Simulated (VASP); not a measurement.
Crystal: Au.

```xyz
1
Lattice="-1.6682 1.6682 1.6682 1.6682 -1.6682 1.6682 1.6682 1.6682 -1.6682" Properties=species:S:1:pos:R:3 pbc="T T T"
Au    0.0000    0.0000    0.0000
```

This cell differs from its parent crystal: volume scaled by 1.02.

Base run:

```yaml
Program: VASP 6.6.1
Functional: PBE
Potentials_or_basis: VASP PAW PBE potentials, release 64 (Au)
Cutoff: 520 eV
k_mesh: 11 × 11 × 11
Occupations: fermi-dirac, width 0.05 eV
Spin: no spin polarisation
```

Its results: pressure -3.5 GPa.

Task: After a change of settings the same cell gave: pressure -11.2 GPa. Which change was it?
A. functional from PBE to r2SCAN
B. functional from PBE to LDA; potentials or basis from VASP PAW PBE potentials, release 64 (Au) to VASP PAW LDA potentials, release 64 (Au)
C. cutoff from 520 eV to 500 eV
D. functional from PBE to PBEsol

Result: D.

PBEsol binds more tightly than PBE, so the same cell stands under less pressure.

Caveats: the PAW data sets were made with another functional, which shifts forces and pressure a little (some runs).
